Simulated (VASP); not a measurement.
# KC4 (P4/mmm) in VASP: single point with PBE

Aim: the single point of KC4 with PBE.

All numbers are computed with VASP 6.6.1; they aren't measurements. Logs are shortened: lines on timing, memory, paths and dates and some standing lists are left out, and cuts for length are marked.

## 1. The cell of the first run

The structure is tetragonal, space group P4/mmm (No. 123). The conventional cell has a = 3.570 Å, b = 3.570 Å, c = 6.015 Å, α = 90.00°, β = 90.00°, γ = 90.00°. K (site symmetry 4/mmm) has 8 C at 2.95 Å and 4 K at 3.57 Å within 3.9 Å. C (site symmetry 2mm) has 1 C at 1.32 Å within 1.8 Å.

## 2. Single point, PBE, collinear spin (atoms taken out)

File INCAR:

```
PREC = Accurate
ENCUT = 600
EDIFF = 1E-6
ISMEAR = 0
SIGMA = 0.1
LREAL = False
LASPH = True
NELM = 200
ALGO = Normal
ISIF = 2
LWAVE = False
LCHARG = True
ISPIN = 2
MAGMOM = 0.12 1.99 1.99 1.99 1.99
LORBIT = 11
GGA = PE
LELF = True
LVHAR = True
NBANDS = 24
GGA_COMPAT = False
```

File KPOINTS:

```
Automatic mesh
0
Gamma
  8 8 6
```

File POSCAR:

```
KC4
1.0
    3.5696344042      0.0000000000      0.0000000000
    0.0000000000      3.5696344042      0.0000000000
    0.0000000000      0.0000000000      6.0148007698
K C
1 4
Direct
    0.0000000000      0.0000000000      0.0000000000
    0.5000000000      0.0000000000      0.3901192574
    0.0000000000      0.5000000000      0.6098807426
    0.5000000000      0.0000000000      0.6098807426
    0.0000000000      0.5000000000      0.3901192574
```

Potentials or basis: VASP PAW PBE potentials, release 64 (K_sv, C).

On the command line:

```console
cat potpaw_PBE.64/K_sv/POTCAR potpaw_PBE.64/C/POTCAR > POTCAR
mpirun -np 1 vasp_std > vasp.out
```

OUTCAR:

```text
PREC = Accurate
   ENCUT = 600
   EDIFF = 1E-6
   ISMEAR = 0
   LREAL = False
   LASPH = True
   NELM = 200
   ISIF = 2
   ISPIN = 2
   LORBIT = 11
   GGA = PE

 ion  position               nearest neighbor table
   1  0.000  0.000  0.000-
   2  0.500  0.000  0.390-   4 1.32
   3  0.000  0.500  0.610-   5 1.32
   4  0.500  0.000  0.610-   2 1.32
   5  0.000  0.500  0.390-   3 1.32

  LATTYP: Found a simple tetragonal cell.
 ALAT       =     3.5696344042
 C/A-ratio  =     1.6849906990

  Lattice vectors:

 A1 = (   3.5696344042,   0.0000000000,   0.0000000000)
 A2 = (   0.0000000000,   3.5696344042,   0.0000000000)
 A3 = (   0.0000000000,   0.0000000000,   6.0148007698)

Analysis of symmetry for initial positions (statically):
=====================================================================
 Subroutine PRICEL returns:
 Original cell was already a primitive cell.

 Routine SETGRP: Setting up the symmetry group for a
 simple tetragonal supercell.

 Subroutine GETGRP returns: Found 16 space group operations
 (whereof 16 operations were pure point group operations)
 out of a pool of 16 trial point group operations.

The static configuration has the point symmetry D_4h.

Analysis of symmetry for dynamics (positions and initial velocities):
=====================================================================
 Subroutine PRICEL returns:
 Original cell was already a primitive cell.

 Routine SETGRP: Setting up the symmetry group for a
 simple tetragonal supercell.

 Subroutine GETGRP returns: Found 16 space group operations
 (whereof 16 operations were pure point group operations)
 out of a pool of 16 trial point group operations.

The dynamic configuration has the point symmetry D_4h.

Analysis of structural, dynamic, and magnetic symmetry:
=====================================================================
 Subroutine PRICEL returns:
 Original cell was already a primitive cell.

 Routine SETGRP: Setting up the symmetry group for a
 simple tetragonal supercell.

 Subroutine GETGRP returns: Found 16 space group operations
 (whereof 16 operations were pure point group operations)
 out of a pool of 16 trial point group operations.

The overall configuration has the point symmetry D_4h.

 Subroutine INISYM returns: Found 16 space group operations
 (whereof 16 operations are pure point group operations),
 and found     1 'primitive' translations

----------------------------------------------------------------------------------------

                                     Primitive cell

  volume of cell :      76.6423

  direct lattice vectors                    reciprocal lattice vectors
     3.569634404  0.000000000  0.000000000     0.280140733  0.000000000  0.000000000
     0.000000000  3.569634404  0.000000000     0.000000000  0.280140733  0.000000000
     0.000000000  0.000000000  6.014800770     0.000000000  0.000000000  0.166256546

  length of vectors
     3.569634404  3.569634404  6.014800770     0.280140733  0.280140733  0.166256546

  position of ions in fractional coordinates (direct lattice)
     0.000000000  0.000000000  0.000000000
     0.500000000  0.000000000  0.390119257
     0.000000000  0.500000000  0.609880743
     0.500000000  0.000000000  0.609880743
     0.000000000  0.500000000  0.390119257

  ion indices of the primitive-cell ions
   primitive index   ion index
                 1           1
                 2           2
                 3           3
                 4           4
                 5           5

----------------------------------------------------------------------------------------

 KPOINTS: Automatic mesh

Automatic generation of k-mesh.
 Grid dimensions read from file:
 generate k-points for:    8    8    6

 Generating k-lattice:

  Cartesian coordinates                     Fractional coordinates (reciprocal lattice)
     0.035017592  0.000000000  0.000000000     0.125000000  0.000000000  0.000000000
     0.000000000  0.035017592  0.000000000     0.000000000  0.125000000  0.000000000
     0.000000000  0.000000000  0.027709424     0.000000000  0.000000000  0.166666667

  Length of vectors
     0.035017592  0.035017592  0.027709424

  Shift w.r.t. Gamma in fractional coordinates (k-lattice)
     0.000000000  0.000000000  0.000000000

 Subroutine IBZKPT returns following result:
 ===========================================

 Found     60 irreducible k-points:

 Following reciprocal coordinates:
            Coordinates               Weight
  0.000000  0.000000  0.000000      1.000000
  0.125000  0.000000  0.000000      4.000000
  0.250000  0.000000  0.000000      4.000000
  0.375000  0.000000  0.000000      4.000000
  0.500000  0.000000  0.000000      2.000000
  0.125000  0.125000  0.000000      4.000000
[... 16 lines left out ...]
  0.375000  0.125000  0.166667     16.000000
  0.500000  0.125000  0.166667      8.000000
 [... further k-points ...]
   k-points           NKPTS =     60   k-points in BZ     NKDIM =     60   number of bands    NBANDS=     24
   number of dos      NEDOS =    301   number of ions     NIONS =      5
   total plane-waves  NPLWV =  43200
   dimension x,y,z NGX =    30 NGY =   30 NGZ =   48
   dimension x,y,z NGXF=    60 NGYF=   60 NGZF=   96
   ions per type =               1   4
   NGX,Y,Z   is equivalent  to a cutoff of  13.97, 13.97, 13.27 a.u.
   NGXF,Y,Z  is equivalent  to a cutoff of  27.94, 27.94, 26.53 a.u.
 SYSTEM =  unknown system
   PREC   = accura    normal or accurate (medium, high low for compatibility)
   ISTART =      0    job   : 0-new  1-cont  2-samecut
   ICHARG =      2    charge: 1-file 2-atom 10-const
   ISPIN  =      2    spin polarized calculation?
   LNONCOLLINEAR =      F non collinear calculations
   LSORBIT =      F    spin-orbit coupling
   LASPH  =      T    aspherical Exc in radial PAW
   ENCUT  =  600.0 eV  44.10 Ry    6.64 a.u.   7.13  7.13 12.01*2*pi/ulx,y,z
   NELM   =    200;   NELMIN=  2; NELMDL= -5     # of ELM steps
   EDIFF  = 0.1E-05   stopping-criterion for ELM
   LREAL  =      F    real-space projection
   EDIFFG = 0.1E-04   stopping-criterion for IOM
   NSW    =      0    number of steps for IOM
   IBRION =     -1    ionic relax: 0-MD 1-quasi-New 2-CG
   NFREE  =      0    steps in history (QN), initial steepest desc. (CG)
   ISIF   =      2    stress and relaxation
   ISYM   =      2    0-nonsym 1-usesym 2-fastsym
   POTIM  = 0.5000    time-step for ionic-motion
   TEBEG  =    0.0;   TEEND  =   0.0 temperature during run
   PSTRESS=    0.0 pullay stress
   NELECT =      25.0000    total number of electrons
   NUPDOWN=      -1.0000    fix difference up-down
   EMIN   =  10.00;   EMAX   =-10.00  energy-range for DOS
   EFERMI =   0.00;   METHOD = LEGACY
   ISMEAR =     0;   SIGMA  =   0.10  broadening in eV -4-tet -1-fermi 0-gaus
   EFERMI_NEDOS =   21; number of points for ismear=-14 and -15
   IALGO  =     38    algorithm
   IMIX   =      4    mixing-type and parameters
     AMIX     =   0.40;   BMIX     =  1.00
     AMIX_MAG =   1.60;   BMIX_MAG =  1.00
  volume/ion in A,a.u.               =      15.33       103.44
  Fermi-wavevector in a.u.,A,eV,Ry     =   1.126934  2.129597 17.279139  1.269981
  Thomas-Fermi vector in A             =   2.263618
   LORBIT       =     11    0 simple, 1 ext, 2 COOP (PROOUT), +10 PAW based schemes
   GGA     = PE    functional components
   LHFCALC =     F    Hartree Fock is set to
   AEXX    =    0.0000 exact exchange contribution
   IVDW    =     0    specifies the selected vdW correction
   LEPSILON=     F    determine dielectric tensor
   LRPA    =     F    only Hartree local field effects (RPA)
 spin polarized calculation
 Gauss-broadening in eV      SIGMA  =   0.10
  energy-cutoff  :      600.00
  volume of cell :       76.64
 maximum number of plane-waves:      2592
 NGX is ok and might be reduce to    30
   NGX = 15   NGY = 15   NGZ = 25

 number of electron      24.9999997 magnetization       0.3160209

 Free energy of the ion-electron system (eV)
  ---------------------------------------------------
  ext. energy  EPLUGINS =         0.00000000
  ---------------------------------------------------
  free energy    TOTEN  =       -26.98197217 eV

  energy without entropy =      -26.96177654  energy(sigma->0) =      -26.97187435

 E-fermi :   1.1068     XC(G=0):  -8.9741

 val. band max:        1.1055904794   @ k =   0.0000   0.0000   0.0000
 cond. band min:       1.1098431739   @ k =   0.5000   0.1250   0.1667
 fundamental gap:      0.0042526945
 Fermi energy:         1.1068406878

 spin component 1

 k-point     1 :       0.0000    0.0000    0.0000
  band No.  band energies     occupation
      1     -28.1642      1.00000
      2     -14.4204      1.00000
      3     -11.7498      1.00000
      4     -11.5260      1.00000
      5     -11.5260      1.00000
      6     -11.0305      1.00000
[... 16 lines left out ...]
     23      11.4894      0.00000
     24      11.6002      0.00000
[... 598 lines left out ...]
      2     -12.9125      1.00000
      3     -12.9011      1.00000
      4     -11.9395      1.00000
      5     -11.5777      1.00000
      6     -11.5405      1.00000
[... 16 lines left out ...]
     23      10.9383      0.00000
     24      11.4685      0.00000

 [... further k-points ...]

 spin component 2

 k-point     1 :       0.0000    0.0000    0.0000
  band No.  band energies     occupation
      1     -28.1635      1.00000
      2     -14.3330      1.00000
      3     -11.7454      1.00000
      4     -11.5249      1.00000
      5     -11.5249      1.00000
      6     -10.9329      1.00000
[... 16 lines left out ...]
     23      11.5386      0.00000
     24      11.6182      0.00000
[... 598 lines left out ...]
      2     -12.8249      1.00000
      3     -12.8114      1.00000
      4     -11.9326      1.00000
      5     -11.5755      1.00000
      6     -11.5384      1.00000
[... 16 lines left out ...]
     23      10.9578      0.00000
     24      11.4917      0.00000

 [... further k-points ...]
[... 5 lines left out ...]
  --------------------------------------------------------------------------------------
  -------------------------------------------------------------------------------------
  Total       -0.0177893     -0.0177893      0.1967866      0.0000000      0.0000000      0.0000000
  in kB       -0.3718790     -0.3718790      4.1137450      0.0000000      0.0000000      0.0000000
  external PRESSURE =       1.1233290 kB  Pullay stress =       0.0000000 kB

 VOLUME and BASIS-vectors are now :
 -----------------------------------------------------------------------------
  energy-cutoff  :      600.00
  volume of cell :       76.64
      direct lattice vectors                 reciprocal lattice vectors
     3.569634404  0.000000000  0.000000000     0.280140733  0.000000000  0.000000000
     0.000000000  3.569634404  0.000000000     0.000000000  0.280140733  0.000000000
     0.000000000  0.000000000  6.014800770     0.000000000  0.000000000  0.166256546

 POSITION                                       TOTAL-FORCE (eV/Angst)
 -----------------------------------------------------------------------------------
      0.00000      0.00000      0.00000        -0.000000      0.000000     -0.000000
      1.78482      0.00000      2.34649        -0.000000      0.000000     -0.074688
      0.00000      1.78482      3.66831        -0.000000     -0.000000      0.074688
      1.78482      0.00000      3.66831         0.000000      0.000000      0.074688
      0.00000      1.78482      2.34649        -0.000000     -0.000000     -0.074688
 -----------------------------------------------------------------------------------
    total drift:                                0.000000      0.000000      0.000000

  FREE ENERGIE OF THE ION-ELECTRON SYSTEM (eV)
  ---------------------------------------------------
  free  energy   TOTEN  =       -26.9819721694 eV

  energy  without entropy=      -26.9617765401  energy(sigma->0) =      -26.97187435

 total charge

# of ion       s       p       d       tot
------------------------------------------
    1        1.960   5.592   0.039   7.591
    2        0.979   1.366   0.000   2.345
    3        0.979   1.366   0.000   2.345
    4        0.979   1.366   0.000   2.345
    5        0.979   1.366   0.000   2.345
--------------------------------------------------
tot          5.875  11.055   0.039  16.969

 magnetization (x)

# of ion       s       p       d       tot
------------------------------------------
    1       -0.000   0.000   0.001   0.001
    2        0.008   0.044   0.000   0.051
    3        0.008   0.044   0.000   0.051
    4        0.008   0.044   0.000   0.051
    5        0.008   0.044   0.000   0.051
--------------------------------------------------
tot          0.030   0.175   0.001   0.206
```

Wall time 5.6 min (1 thread of Intel Xeon Platinum 8259CL at 2.50GHz (Skylake/Cascade Lake), shared host); peak memory 0.36 GiB.

Results:

| Item | Value |
| --- | --- |
| Free energy | -26.9820 eV |
| Pressure | 0.1 GPa |
| Largest force | 0.075 eV/Å |
| Net moment | 0.32 μB per cell |
| Site moments | K +0.00; C +0.05 μB |
| Valence electrons inside the program's atomic spheres | K 7.59; C 2.35 |

Forces in eV/Å, atoms in the order of the input:
```
K    0.000  0.000  0.000
C    0.000  0.000 -0.075
C    0.000  0.000  0.075
C    0.000  0.000  0.075
C    0.000  0.000 -0.075
```

Stress tensor (GPa, compression positive):
```
-0.04  0.00  0.00
 0.00 -0.04  0.00
 0.00  0.00  0.41
```

Levels at points of the mesh, in eV from the Fermi level:
Spin up:
| k point | band 9 | band 10 | band 11 | band 12 | band 13 | band 14 | band 15 | band 16 | band 17 | band 18 |
| --- | --- | --- | --- | --- | --- | --- | --- | --- | --- | --- |
| (0.00, 0.00, 0.00) | -3.93 | -3.66 | -2.12 | -0.19 | 0.96 | 0.96 | 2.64 | 2.64 | 4.10 | 7.14 |
| (0.50, 0.00, 0.00) | -3.43 | -3.26 | -1.99 | -1.94 | -0.64 | -0.42 | 4.39 | 4.83 | 4.89 | 4.92 |
| (0.50, 0.50, 0.00) | -4.48 | -4.48 | -1.48 | -1.48 | 1.03 | 1.24 | 1.73 | 1.78 | 4.68 | 8.24 |
| (0.00, 0.00, 0.50) | -3.97 | -2.98 | -2.25 | 0.07 | 0.95 | 0.95 | 2.86 | 2.86 | 3.57 | 6.75 |
| (0.50, 0.00, 0.50) | -3.37 | -3.11 | -2.04 | -1.93 | -0.58 | -0.39 | 4.36 | 4.66 | 4.74 | 4.76 |
| (0.50, 0.50, 0.50) | -4.27 | -4.27 | -1.76 | -1.76 | 0.66 | 0.67 | 1.73 | 1.79 | 5.83 | 8.17 |
Spin down:
| k point | band 9 | band 10 | band 11 | band 12 | band 13 | band 14 | band 15 | band 16 |
| --- | --- | --- | --- | --- | --- | --- | --- | --- |
| (0.00, 0.00, 0.00) | -3.85 | -3.54 | -1.93 | 0.00 | 1.07 | 1.07 | 2.72 | 2.72 |
| (0.50, 0.00, 0.00) | -3.33 | -3.15 | -1.89 | -1.85 | -0.49 | -0.27 | 4.48 | 4.93 |
| (0.50, 0.50, 0.00) | -4.32 | -4.32 | -1.32 | -1.32 | 1.11 | 1.31 | 1.85 | 1.90 |
| (0.00, 0.00, 0.50) | -3.88 | -2.85 | -2.06 | 0.27 | 1.06 | 1.06 | 2.95 | 2.95 |
| (0.50, 0.00, 0.50) | -3.26 | -3.01 | -1.94 | -1.84 | -0.43 | -0.23 | 4.46 | 4.76 |
| (0.50, 0.50, 0.50) | -4.11 | -4.11 | -1.60 | -1.60 | 0.73 | 0.74 | 1.85 | 1.90 |

Caveat: the cell differs from its parent crystal (atoms taken out); a moment this small can come from the mesh or the smearing.
